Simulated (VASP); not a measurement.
# TiO2 (R-3m) in VASP: single point with rev-vdW-DF2

Aim: the single point of TiO2 with rev-vdW-DF2.

All numbers are computed with VASP 6.6.1; they aren't measurements. Logs are shortened: lines on timing, memory, paths and dates and some standing lists are left out, and cuts for length are marked.

### Step 1. The cell of the first run

Symmetry: R-3m, No. 166, trigonal system. The conventional cell has a = 2.995 Å, b = 2.995 Å, c = 20.945 Å, α = 90.00°, β = 90.00°, γ = 120.00°. Ti (site symmetry -3m) has 6 O at 1.98 Å within 2.6 Å. O (site symmetry 3m) has 3 Ti at 1.98 Å and 3 O at 2.60 Å within 2.6 Å.

### Step 2. Single point, rev-vdW-DF2

INCAR reads:

```
GGA = MK ; LUSE_VDW = True
AGGAC = 0.0 ; PARAM1 = 0.1234
PARAM2 = 0.711357 ; ZAB_VDW = -1.8867
ISMEAR = 0 ; SIGMA = 0.03
LWAVE = False ; LCHARG = False
ISIF = 2 ; PREC = Low
LASPH = True ; LREAL = False
ALGO = Normal ; EDIFF = 1E-4
NELM = 120 ; GGA_COMPAT = False
ENCUT = 460 ; EFERMI = MIDGAP
KPAR = 4 ; NBANDS = 34
```

KPOINTS reads:

```
Automatic mesh
0
Gamma
  6 6 6
  0 0 0
```

POSCAR reads:

```
TiO2
1.0
    1.4973312015      0.8644845722      6.9815443949
   -1.4973312015      0.8644845722      6.9815443949
    0.0000000000     -1.7289691445      6.9815443949
Ti O
1 2
Direct
    0.0000000000      0.0000000000      0.0000000000
    0.3795330000      0.3795330000      0.3795330000
    0.6204670000      0.6204670000      0.6204670000
```

Potentials or basis: VASP PAW PBE potentials, release 64 (Ti_sv, O).

Command:

```
> cat potpaw_PBE.64/Ti_sv/POTCAR potpaw_PBE.64/O/POTCAR > POTCAR
> mpirun -np 4 vasp_std > vasp.out
```

OUTCAR:

```text
GGA = MK
   ISMEAR = 0
   ISIF = 2
   PREC = Low
   LASPH = True
   LREAL = False
   EDIFF = 1E-4
   NELM = 120
   ENCUT = 460
   EFERMI = MIDGAP

 ion  position               nearest neighbor table
   1  0.000  0.000  0.000-   3 1.98   2 1.98   3 1.98   3 1.98   2 1.98   2 1.98
   2  0.380  0.380  0.380-   1 1.98   1 1.98   1 1.98
   3  0.620  0.620  0.620-   1 1.98   1 1.98   1 1.98

  LATTYP: Found a trigonal (rhomboedric) cell.
 ALAT       =     7.1924471802
 COS(alpha) =     0.9133213014

  Lattice vectors:

 A1 = (   1.4973312015,   0.8644845722,   6.9815443949)
 A2 = (  -1.4973312015,   0.8644845722,   6.9815443949)
 A3 = (   0.0000000000,  -1.7289691445,   6.9815443949)

Analysis of symmetry for initial positions (statically):
=====================================================================
 Subroutine PRICEL returns:
 Original cell was already a primitive cell.

 Routine SETGRP: Setting up the symmetry group for a
 trigonal (rhombohedral) supercell.

 Subroutine GETGRP returns: Found 12 space group operations
 (whereof 12 operations were pure point group operations)
 out of a pool of 12 trial point group operations.

The static configuration has the point symmetry D_3d.

Analysis of symmetry for dynamics (positions and initial velocities):
=====================================================================
 Subroutine PRICEL returns:
 Original cell was already a primitive cell.

 Routine SETGRP: Setting up the symmetry group for a
 trigonal (rhombohedral) supercell.

 Subroutine GETGRP returns: Found 12 space group operations
 (whereof 12 operations were pure point group operations)
 out of a pool of 12 trial point group operations.

The dynamic configuration has the point symmetry D_3d.

 Subroutine INISYM returns: Found 12 space group operations
 (whereof 12 operations are pure point group operations),
 and found     1 'primitive' translations

----------------------------------------------------------------------------------------

                                     Primitive cell

  volume of cell :      54.2223

  direct lattice vectors                    reciprocal lattice vectors
     1.497331201  0.864484572  6.981544395     0.333927457  0.192793107  0.047744928
    -1.497331201  0.864484572  6.981544395    -0.333927457  0.192793107  0.047744928
     0.000000000 -1.728969144  6.981544395     0.000000000 -0.385586214  0.047744928

  length of vectors
     7.192447180  7.192447180  7.192447180     0.388530960  0.388530960  0.388530960

  position of ions in fractional coordinates (direct lattice)
     0.000000000  0.000000000  0.000000000
     0.379533000  0.379533000  0.379533000
     0.620467000  0.620467000  0.620467000

  ion indices of the primitive-cell ions
   primitive index   ion index
                 1           1
                 2           2
                 3           3

----------------------------------------------------------------------------------------

 KPOINTS: Automatic mesh

Automatic generation of k-mesh.
 Grid dimensions read from file:
 generate k-points for:    6    6    6

 Generating k-lattice:

  Cartesian coordinates                     Fractional coordinates (reciprocal lattice)
     0.055654576  0.032132185  0.007957488     0.166666667 -0.000000000  0.000000000
    -0.055654576  0.032132185  0.007957488    -0.000000000  0.166666667  0.000000000
     0.000000000 -0.064264369  0.007957488     0.000000000  0.000000000  0.166666667

  Length of vectors
     0.064755160  0.064755160  0.064755160

  Shift w.r.t. Gamma in fractional coordinates (k-lattice)
     0.000000000  0.000000000  0.000000000

 Subroutine IBZKPT returns following result:
 ===========================================

 Found     32 irreducible k-points:

 Following reciprocal coordinates:
            Coordinates               Weight
  0.000000  0.000000  0.000000      1.000000
  0.166667 -0.000000 -0.000000      6.000000
  0.333333  0.000000  0.000000      6.000000
  0.500000  0.000000  0.000000      3.000000
  0.166667  0.166667 -0.000000      6.000000
  0.333333  0.166667  0.000000     12.000000
[... 16 lines left out ...]
  0.500000  0.500000  0.166667      6.000000
 -0.333333  0.500000  0.166667     12.000000
 [... further k-points ...]
   k-points           NKPTS =     32   k-points in BZ     NKDIM =     32   number of bands    NBANDS=     34
   number of dos      NEDOS =    301   number of ions     NIONS =      3
   total plane-waves  NPLWV =  64000
   dimension x,y,z NGX =    40 NGY =   40 NGZ =   40
   dimension x,y,z NGXF=    48 NGYF=   48 NGZF=   48
   ions per type =               1   2
   NGX,Y,Z   is equivalent  to a cutoff of   9.25,  9.25,  9.25 a.u.
   NGXF,Y,Z  is equivalent  to a cutoff of  11.09, 11.09, 11.09 a.u.
 SYSTEM =  unknown system
   PREC   = low       normal or accurate (medium, high low for compatibility)
   ISTART =      0    job   : 0-new  1-cont  2-samecut
   ICHARG =      2    charge: 1-file 2-atom 10-const
   ISPIN  =      1    spin polarized calculation?
   LNONCOLLINEAR =      F non collinear calculations
   LSORBIT =      F    spin-orbit coupling
   LASPH  =      T    aspherical Exc in radial PAW
   ENCUT  =  460.0 eV  33.81 Ry    5.81 a.u.  12.58 12.58 12.58*2*pi/ulx,y,z
   NELM   =    120;   NELMIN=  2; NELMDL= -5     # of ELM steps
   EDIFF  = 0.1E-03   stopping-criterion for ELM
   LREAL  =      F    real-space projection
   EDIFFG = 0.1E-02   stopping-criterion for IOM
   NSW    =      0    number of steps for IOM
   IBRION =     -1    ionic relax: 0-MD 1-quasi-New 2-CG
   NFREE  =      0    steps in history (QN), initial steepest desc. (CG)
   ISIF   =      2    stress and relaxation
   ISYM   =      2    0-nonsym 1-usesym 2-fastsym
   POTIM  = 0.5000    time-step for ionic-motion
   TEBEG  =    0.0;   TEEND  =   0.0 temperature during run

   SCALEE = 1.0000    scale energy and forces
   PSTRESS=    0.0 pullay stress
   NELECT =      24.0000    total number of electrons
   NUPDOWN=      -1.0000    fix difference up-down
   EMIN   =  10.00;   EMAX   =-10.00  energy-range for DOS
   EFERMI =   0.00;   METHOD = MIDGAP
   ISMEAR =     0;   SIGMA  =   0.03  broadening in eV -4-tet -1-fermi 0-gaus
   EFERMI_NEDOS =   21; number of points for ismear=-14 and -15
   IALGO  =     38    algorithm
   IMIX   =      4    mixing-type and parameters
     AMIX     =   0.40;   BMIX     =  1.00
     AMIX_MAG =   1.60;   BMIX_MAG =  1.00
  volume/ion in A,a.u.               =      18.07       121.97
  Fermi-wavevector in a.u.,A,eV,Ry     =   1.247630  2.357680 21.178579  1.556582
  Thomas-Fermi vector in A             =   2.381754
   LORBIT       =      0    0 simple, 1 ext, 2 COOP (PROOUT), +10 PAW based schemes
   GGA     = MK    functional components
   LHFCALC =     F    Hartree Fock is set to
   AEXX    =    0.0000 exact exchange contribution
   IVDW_NL    =     1    kernel type
   BPARAM     = 6.3000
   IVDW    =     0    specifies the selected vdW correction
   LEPSILON=     F    determine dielectric tensor
   LRPA    =     F    only Hartree local field effects (RPA)

   CSHIFT  =0.1000    complex shift for real part using Kramers Kronig

   OMEGAMAX=  -1.0    maximum frequency
 non-spin polarized calculation
 Gauss-broadening in eV      SIGMA  =   0.03
  energy-cutoff  :      460.00
  volume of cell :       54.22
 maximum number of plane-waves:      1236
   NGX = 25   NGY = 25   NGZ = 25

 number of electron      24.0000149 magnetization

 Free energy of the ion-electron system (eV)
  ---------------------------------------------------
  ext. energy  EPLUGINS =         0.00000000
  ---------------------------------------------------
  free energy    TOTEN  =       -21.28193359 eV

  energy without entropy =      -21.28193359  energy(sigma->0) =      -21.28193359

 E-fermi :   0.0146     XC(G=0):  -8.1178

 val. band max:       -1.3089672945   @ k =  -0.1667   0.1667   0.0000
 cond. band min:       1.3381348149   @ k =   0.0000   0.0000   0.0000
 fundamental gap:      2.6471021094
 Fermi energy:         0.0145837602

 k-point     1 :       0.0000    0.0000    0.0000
  band No.  band energies     occupation
      1     -57.5193      2.00000
      2     -33.8897      2.00000
      3     -33.6249      2.00000
      4     -33.6249      2.00000
      5     -18.5691      2.00000
      6     -16.8260      2.00000
[... 16 lines left out ...]
     23      19.7603      0.00000
     24      19.7603      0.00000

 k-point     2 :       0.1667   -0.0000   -0.0000
  band No.  band energies     occupation
      1     -57.5019      2.00000
      2     -33.8596      2.00000
      3     -33.7697      2.00000
      4     -33.6524      2.00000
      5     -18.2403      2.00000
      6     -16.9926      2.00000
[... 16 lines left out ...]
     23      18.5262      0.00000
     24      18.8814      0.00000

 k-point     3 :       0.3333    0.0000    0.0000
  band No.  band energies     occupation
      1     -57.4669      2.00000
      2     -34.0527      2.00000
      3     -33.7944      2.00000
      4     -33.7069      2.00000
      5     -17.6944      2.00000
      6     -17.1743      2.00000
[... 16 lines left out ...]
     23      15.9140      0.00000
     24      17.6934      0.00000
[... 514 lines left out ...]
 k-point    23 :       0.5000    0.5000    0.1667
  band No.  band energies     occupation
      1     -57.4670      2.00000
      2     -34.0527      2.00000
      3     -33.7944      2.00000
      4     -33.7069      2.00000
      5     -17.6948      2.00000
      6     -17.1746      2.00000
[... 16 lines left out ...]
     23      15.9984      0.00000
     24      17.7136      0.00000

 k-point    24 :      -0.3333    0.5000    0.1667
  band No.  band energies     occupation
      1     -57.4494      2.00000
      2     -34.1127      2.00000
      3     -33.8149      2.00000
      4     -33.7622      2.00000
      5     -17.5154      2.00000
      6     -17.1510      2.00000
[... 16 lines left out ...]
     23      15.7367      0.00000
     24      16.7076      0.00000

 [... further k-points ...]

 [bands above 24 left out]

------------------------ aborting loop because EDIFF is reached ----------------------------------------

  FORCE on cell =-STRESS in cart. coord.  units (eV):
  Direction    XX          YY          ZZ          XY          YZ          ZX
  --------------------------------------------------------------------------------------
  -------------------------------------------------------------------------------------
  Total       -0.8709065     -0.8709065     -0.6183732      0.0000000      0.0000000      0.0000000
  in kB      -25.7338175    -25.7338175    -18.2718857      0.0000000      0.0000000      0.0000000
  external PRESSURE =     -23.2465069 kB  Pullay stress =       0.0000000 kB

 VOLUME and BASIS-vectors are now :
 -----------------------------------------------------------------------------
  energy-cutoff  :      460.00
  volume of cell :       54.22
      direct lattice vectors                 reciprocal lattice vectors
     1.497331201  0.864484572  6.981544395     0.333927457  0.192793107  0.047744928
    -1.497331201  0.864484572  6.981544395    -0.333927457  0.192793107  0.047744928
     0.000000000 -1.728969144  6.981544395     0.000000000 -0.385586214  0.047744928

 POSITION                                       TOTAL-FORCE (eV/Angst)
 -----------------------------------------------------------------------------------
      0.00000      0.00000      0.00000        -0.000000      0.000000     -0.000000
      0.00000     -0.00000      7.94918         0.000000      0.000000     -0.167214
      0.00000     -0.00000     12.99545         0.000000     -0.000000      0.167214
 -----------------------------------------------------------------------------------
    total drift:                               -0.000000      0.000000     -0.000000

  FREE ENERGIE OF THE ION-ELECTRON SYSTEM (eV)
  ---------------------------------------------------
  free  energy   TOTEN  =       -21.2819335936 eV

  energy  without entropy=      -21.2819335936  energy(sigma->0) =      -21.28193359

Total vdW correction in eV:      4.3437888
```

Wall time 26 s (4 MPI ranks of AMD EPYC 9R45 (Zen 5), shared host); peak memory 0.27 GiB.

Results:

```
Free energy            : -21.2819 eV
Pressure               : -2.3 GPa
Largest force          : 0.167 eV/Å
Band gap on the k mesh : 2.65 eV (least direct gap 2.82 eV)
```

Forces in eV/Å, atoms in the order of the input:
```
Ti   0.000  0.000  0.000
O    0.000  0.000 -0.167
O    0.000  0.000  0.167
```

Levels at points of the mesh, in eV from the valence-band top:
| k point | band 9 | band 10 | band 11 | band 12 | band 13 | band 14 | band 15 | band 16 |
| --- | --- | --- | --- | --- | --- | --- | --- | --- |
| (0.00, 0.00, 0.00) | -3.58 | -0.62 | -0.17 | -0.17 | 2.65 | 2.65 | 4.32 | 6.60 |
| (0.50, 0.00, 0.00) | -2.51 | -1.65 | -1.19 | -0.63 | 2.89 | 3.66 | 3.75 | 6.22 |
| (0.50, 0.50, 0.00) | -2.51 | -1.66 | -1.19 | -0.62 | 2.89 | 3.66 | 3.75 | 6.21 |
| (0.50, 0.50, 0.50) | -3.57 | -0.69 | -0.17 | -0.17 | 2.65 | 2.65 | 4.34 | 6.78 |

Caveat: the cutoff is under 1.25 times the usual one of these potentials, so pressure, stress and relaxed cells hold a basis-set (Pulay) error; the PAW data sets were made with another functional, which shifts forces and pressure a little. A k mesh can miss the band edges.
